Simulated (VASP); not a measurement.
# Si3B (Fm-3m) in VASP: further runs, part 2 of 2

VASP 6.6.1.

## 3. Relaxation of cell and atoms, PBE

Contents of INCAR:

```
SYSTEM = Si3B
  ALGO = Normal
  EDIFF = 1E-6
  EDIFFG = -0.04
  ENCUT = 600
  GGA = PE
  IBRION = 2
  ISIF = 3
  ISMEAR = 0
  LASPH = .True.
  LCHARG = .False.
  LREAL = .False.
  LWAVE = .False.
  NELM = 80
  NSW = 90
  PREC = Accurate
  SIGMA = 0.1
```

Contents of KPOINTS:

```
k-points
0
Gamma
  4 4 4
  0 0 0
```

Contents of POSCAR:

```
Si3B
1.0
    0.0000000000      3.8357766600      3.8357766600
    3.8357766600      0.0000000000      3.8357766600
    3.8357766600      3.8357766600      0.0000000000
Si B
6 2
Direct
    0.8061538400      0.1938461600      0.1938461600
    0.1938461600      0.8061538400      0.8061538400
    0.1938461600      0.8061538400      0.1938461600
    0.8061538400      0.1938461600      0.8061538400
    0.1938461600      0.1938461600      0.8061538400
    0.8061538400      0.8061538400      0.1938461600
    0.2500000000      0.2500000000      0.2500000000
    0.7500000000      0.7500000000      0.7500000000
```

Potentials or basis: VASP PAW PBE potentials, release 64 (Si, B).

Run with:

```sh
> cat potpaw_PBE.64/Si/POTCAR potpaw_PBE.64/B/POTCAR > POTCAR
> mpirun -np 1 vasp_std > vasp.out
```

OUTCAR:

```text
SYSTEM = Si3B
   EDIFF = 1E-6
   EDIFFG = -0.04
   ENCUT = 600
   GGA = PE
   IBRION = 2
   ISIF = 3
   ISMEAR = 0
   LASPH = .True.
   LREAL = .False.
   NELM = 80
   NSW = 90
   PREC = Accurate

 ion  position               nearest neighbor table
   1  0.806  0.194  0.194-   3 2.10   4 2.10   5 2.10   6 2.10   2 2.97
   2  0.194  0.806  0.806-   3 2.10   4 2.10   5 2.10   6 2.10   1 2.97
   3  0.194  0.806  0.194-   1 2.10   2 2.10   5 2.10   6 2.10   4 2.97
   4  0.806  0.194  0.806-   1 2.10   2 2.10   5 2.10   6 2.10   3 2.97
   5  0.194  0.194  0.806-   1 2.10   2 2.10   3 2.10   4 2.10   6 2.97
   6  0.806  0.806  0.194-   1 2.10   2 2.10   3 2.10   4 2.10   5 2.97
   7  0.250  0.250  0.250-
   8  0.750  0.750  0.750-

  LATTYP: Found a face centered cubic cell.
 ALAT       =     7.6715533200

  Lattice vectors:

 A1 = (   0.0000000000,   3.8357766600,   3.8357766600)
 A2 = (   3.8357766600,   0.0000000000,   3.8357766600)
 A3 = (   3.8357766600,   3.8357766600,   0.0000000000)

Analysis of symmetry for initial positions (statically):
=====================================================================
 Subroutine PRICEL returns:
 Original cell was already a primitive cell.

 Routine SETGRP: Setting up the symmetry group for a
 face centered cubic supercell.

 Subroutine GETGRP returns: Found 48 space group operations
 (whereof 48 operations were pure point group operations)
 out of a pool of 48 trial point group operations.

The static configuration has the point symmetry O_h .

Analysis of symmetry for dynamics (positions and initial velocities):
=====================================================================
 Subroutine PRICEL returns:
 Original cell was already a primitive cell.

 Routine SETGRP: Setting up the symmetry group for a
 face centered cubic supercell.

 Subroutine GETGRP returns: Found 48 space group operations
 (whereof 48 operations were pure point group operations)
 out of a pool of 48 trial point group operations.

The dynamic configuration has the point symmetry O_h .

 Subroutine INISYM returns: Found 48 space group operations
 (whereof 48 operations are pure point group operations),
 and found     1 'primitive' translations

----------------------------------------------------------------------------------------

                                     Primitive cell

  volume of cell :     112.8730

  direct lattice vectors                    reciprocal lattice vectors
     0.000000000  3.835776660  3.835776660    -0.130351698  0.130351698  0.130351698
     3.835776660  0.000000000  3.835776660     0.130351698 -0.130351698  0.130351698
     3.835776660  3.835776660  0.000000000     0.130351698  0.130351698 -0.130351698

  length of vectors
     5.424607375  5.424607375  5.424607375     0.225775763  0.225775763  0.225775763

  position of ions in fractional coordinates (direct lattice)
     0.806153840  0.193846160  0.193846160
     0.193846160  0.806153840  0.806153840
     0.193846160  0.806153840  0.193846160
     0.806153840  0.193846160  0.806153840
     0.193846160  0.193846160  0.806153840
     0.806153840  0.806153840  0.193846160
     0.250000000  0.250000000  0.250000000
     0.750000000  0.750000000  0.750000000

  ion indices of the primitive-cell ions
   primitive index   ion index
                 1           1
                 2           2
                 3           3
[... 22 lines left out ...]
     0.056443941  0.056443941  0.056443941

  Shift w.r.t. Gamma in fractional coordinates (k-lattice)
     0.000000000  0.000000000  0.000000000

 Subroutine IBZKPT returns following result:
 ===========================================

 Found      8 irreducible k-points:

 Following reciprocal coordinates:
            Coordinates               Weight
  0.000000  0.000000  0.000000      1.000000
  0.250000  0.000000  0.000000      8.000000
  0.500000  0.000000  0.000000      4.000000
  0.250000  0.250000  0.000000      6.000000
  0.500000  0.250000  0.000000     24.000000
 -0.250000  0.250000  0.000000     12.000000
  0.500000  0.500000  0.000000      3.000000
 -0.250000  0.500000  0.250000      6.000000
   k-points           NKPTS =      8   k-points in BZ     NKDIM =      8   number of bands    NBANDS=     20
   number of dos      NEDOS =    301   number of ions     NIONS =      8
   total plane-waves  NPLWV = 110592
   dimension x,y,z NGX =    48 NGY =   48 NGZ =   48
   dimension x,y,z NGXF=    96 NGYF=   96 NGZF=   96
   ions per type =               6   2
   NGX,Y,Z   is equivalent  to a cutoff of  14.71, 14.71, 14.71 a.u.
   NGXF,Y,Z  is equivalent  to a cutoff of  29.42, 29.42, 29.42 a.u.
 SYSTEM =  Si3B
   PREC   = accura    normal or accurate (medium, high low for compatibility)
   ISTART =      0    job   : 0-new  1-cont  2-samecut
   ICHARG =      2    charge: 1-file 2-atom 10-const
   ISPIN  =      1    spin polarized calculation?
   LNONCOLLINEAR =      F non collinear calculations
   LSORBIT =      F    spin-orbit coupling
   LASPH  =      T    aspherical Exc in radial PAW
   ENCUT  =  600.0 eV  44.10 Ry    6.64 a.u.  10.83 10.83 10.83*2*pi/ulx,y,z
   NELM   =     80;   NELMIN=  2; NELMDL= -5     # of ELM steps
   EDIFF  = 0.1E-05   stopping-criterion for ELM
   LREAL  =      F    real-space projection
   EDIFFG = -.4E-01   stopping-criterion for IOM
   NSW    =     90    number of steps for IOM
   IBRION =      2    ionic relax: 0-MD 1-quasi-New 2-CG
   NFREE  =      1    steps in history (QN), initial steepest desc. (CG)
   ISIF   =      3    stress and relaxation
   ISYM   =      2    0-nonsym 1-usesym 2-fastsym
   POTIM  = 0.5000    time-step for ionic-motion
   TEBEG  =    0.0;   TEEND  =   0.0 temperature during run
   PSTRESS=    0.0 pullay stress
   NELECT =      30.0000    total number of electrons
   NUPDOWN=      -1.0000    fix difference up-down
   EMIN   =  10.00;   EMAX   =-10.00  energy-range for DOS
   EFERMI =   0.00;   METHOD = LEGACY
   ISMEAR =     0;   SIGMA  =   0.10  broadening in eV -4-tet -1-fermi 0-gaus
   EFERMI_NEDOS =   21; number of points for ismear=-14 and -15
   IALGO  =     38    algorithm
   IMIX   =      4    mixing-type and parameters
     AMIX     =   0.40;   BMIX     =  1.00
     AMIX_MAG =   1.60;   BMIX_MAG =  1.00
  volume/ion in A,a.u.               =      14.11        95.21
  Fermi-wavevector in a.u.,A,eV,Ry     =   1.052572  1.989073 15.074010  1.107908
  Thomas-Fermi vector in A             =   2.187660
   LORBIT       =      0    0 simple, 1 ext, 2 COOP (PROOUT), +10 PAW based schemes
   GGA     = PE    functional components
   LHFCALC =     F    Hartree Fock is set to
   AEXX    =    0.0000 exact exchange contribution
   IVDW    =     0    specifies the selected vdW correction
   LEPSILON=     F    determine dielectric tensor
   LRPA    =     F    only Hartree local field effects (RPA)
 conjugate gradient relaxation of ions
 non-spin polarized calculation
 Gauss-broadening in eV      SIGMA  =   0.10
  energy-cutoff  :      600.00
  volume of cell :      112.87
 maximum number of plane-waves:      3812
 NGX is ok and might be reduce to    48
   NGX = 21   NGY = 21   NGZ = 21

--------------------------------------- Ionic step        1  -------------------------------------------

 number of electron      30.0000001 magnetization

 Free energy of the ion-electron system (eV)
  ---------------------------------------------------
  ext. energy  EPLUGINS =         0.00000000
  ---------------------------------------------------
  free energy    TOTEN  =       -28.02598501 eV

  energy without entropy =      -28.00163715  energy(sigma->0) =      -28.01381108

------------------------ aborting loop because EDIFF is reached ----------------------------------------

  FORCE on cell =-STRESS in cart. coord.  units (eV):
  Direction    XX          YY          ZZ          XY          YZ          ZX
  --------------------------------------------------------------------------------------
  -------------------------------------------------------------------------------------
  Total       24.8084750     24.8084750     24.8084750      0.0000000      0.0000000     -0.0000000
  in kB      352.1443456    352.1443456    352.1443456      0.0000000      0.0000000     -0.0000000
  external PRESSURE =     352.1443456 kB  Pullay stress =       0.0000000 kB
[... 492 lines left out ...]
     19      11.8471      0.00000
     20      12.4651      0.00000

[... ionic steps 4 to 13 ...]

--------------------------------------- Ionic step       14  -------------------------------------------

 number of electron      30.0000000 magnetization

------------------------ aborting loop because EDIFF is reached ----------------------------------------
[... 79 lines left out ...]
--------------------------------------- Ionic step       16  -------------------------------------------

 number of electron      30.0000000 magnetization

 Free energy of the ion-electron system (eV)
  ---------------------------------------------------
  ext. energy  EPLUGINS =         0.00000000
  ---------------------------------------------------
  free energy    TOTEN  =       -38.42499621 eV

  energy without entropy =      -38.40698329  energy(sigma->0) =      -38.41598975

 E-fermi :  10.2330     XC(G=0): -11.4370

 val. band max:       10.1174865914   @ k =   0.5000   0.5000   0.0000
 cond. band min:      10.2533990122   @ k =   0.2500   0.0000   0.0000
 fundamental gap:      0.1359124208
 Fermi energy:        10.2329982148
[... 217 lines left out ...]
  FREE ENERGIE OF THE ION-ELECTRON SYSTEM (eV)
  ---------------------------------------------------
  free  energy   TOTEN  =       -38.4249962138 eV

  energy  without entropy=      -38.4069832939  energy(sigma->0) =      -38.41598975

 reached required accuracy - stopping structural energy minimisation
```

Wall time 2.9 min (1 thread of AMD EPYC 9R45 (Zen 5), shared host); peak memory 0.3 GiB.

Results:

- Free energy: -38.4250 eV
- Relaxed volume: 12.39 Å³/atom
- Relaxed cell: a = 5.194 Å, b = 5.194 Å, c = 5.194 Å, α = 60.00°, β = 60.00°, γ = 60.00°
- Space group after relaxing (to 0.05 Å): Pm-3m (No. 221)
- Energy gained by relaxing: 1299.9 meV/atom
- Ionic steps: 16
- Pressure after relaxing: 0.0 GPa
- Largest force after relaxing: 0.032 eV/Å
- Band gap on the k mesh: zero (band 15 reaches 11.43 eV, above the bottom of band 16 at 9.30 eV)

Forces on the atoms (eV/Å):
```
Si   0.032  0.000  0.000
Si  -0.032  0.000  0.000
Si   0.000  0.032  0.000
Si   0.000 -0.032  0.000
Si   0.000  0.000  0.032
Si   0.000  0.000 -0.032
B    0.000  0.000  0.000
B    0.000  0.000  0.000
```

Step by step:
| step | energy change (eV) | largest force (eV/Å) | pressure (GPa) | volume (Å³) |
| --- | --- | --- | --- | --- |
| 1 | 0.0000 | 10.7277 | 35.21 | 112.87 |
| 2 | -4.3033 | 0.3833 | -16.39 | 171.49 |
| 3 | -7.5123 | 0.6659 | -11.99 | 137.04 |
| 4 | -7.5592 | 0.7740 | -11.30 | 135.65 |
| 5 | -7.5983 | 1.2531 | -8.91 | 131.81 |
| 6 | -7.6048 | 1.1020 | -9.61 | 132.73 |
| 7 | -8.9691 | 1.3396 | -9.27 | 118.49 |
| 8 | -8.9338 | 1.5203 | 28.52 | 81.95 |
| 9 | -9.9899 | 1.3730 | -2.68 | 104.06 |
| 10 | -10.1491 | 0.4039 | 9.94 | 91.24 |
| 11 | -10.2485 | 0.9415 | 3.93 | 96.23 |
| 12 | -10.2498 | 0.8673 | 4.83 | 95.39 |
| 13 | -10.2718 | 0.8591 | 3.59 | 96.43 |
| 14 | -10.3634 | 0.0518 | 3.66 | 95.93 |
| 15 | -10.3959 | 0.0532 | -0.96 | 100.05 |
| 16 | -10.3990 | 0.0321 | 0.04 | 99.08 |

Final structure:
```
Si B
1.0
     0.00000    3.67272    3.67272
     3.67272    0.00000    3.67272
     3.67272    3.67272    0.00000
Si B
6 2
Direct
  0.75023 0.24977 0.24977
  0.24977 0.75023 0.75023
  0.24977 0.75023 0.24977
  0.75023 0.24977 0.75023
  0.24977 0.24977 0.75023
  0.75023 0.75023 0.24977
  0.25000 0.25000 0.25000
  0.75000 0.75000 0.75000
```
